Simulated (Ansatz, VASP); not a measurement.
# Two plane-wave programs on Si3IrRu

```
Si Ru Ir
1.0
     2.28343   -2.28335    0.00000
     2.28343    2.28335    0.00000
     0.00000    0.00000    7.59545
Si Ru Ir
3 1 1
Direct
  0.50000 0.50000 0.32366
  0.50000 0.50000 0.67634
  0.00000 0.00000 0.00000
  0.00000 0.00000 0.50000
  0.50000 0.50000 0.00000
```

Alike in both runs: functional PBE; k mesh 4 × 4 × 3; occupations gaussian, width 0.2 eV; no spin polarisation.

Ansatz relaxed the structure, and its values are those at the end. VASP's run is a single point on that final structure, the one shown.

|  | VASP | Ansatz |
| --- | --- | --- |
| version | VASP 6.6.1 | Ansatz 0.2.0 |
| potentials or method | VASP PAW PBE potentials, release 64 (Si, Ru_pv, Ir), cutoff 500 eV | scalar-relativistic, plane waves, PAW |
| valence electrons in the cell | 35 | 45 |

Ansatz gave:

```
gap on the k mesh at the Fermi level (eV) : none
pressure (GPa)                            : 0.0
rms of the force components (eV/Å)        : 0.001
```

**Question.** What did VASP give for the same quantities?

**Answer.** gap on the k mesh at the Fermi level (eV): none; pressure (GPa): 0.3; rms of the force components (eV/Å): 0.005.

A gap of «none» marks a metal or a gap that the smearing closes. The functional is the same, so the differences come from potentials, cutoffs and numerics. VASP's potentials hold 35 valence electrons a cell and Ansatz's 45, so a difference there can come from the potentials and not from the codes.

The k mesh is coarse, so the values compare programs but aren't converged. Neither program's run includes spin-orbit coupling.
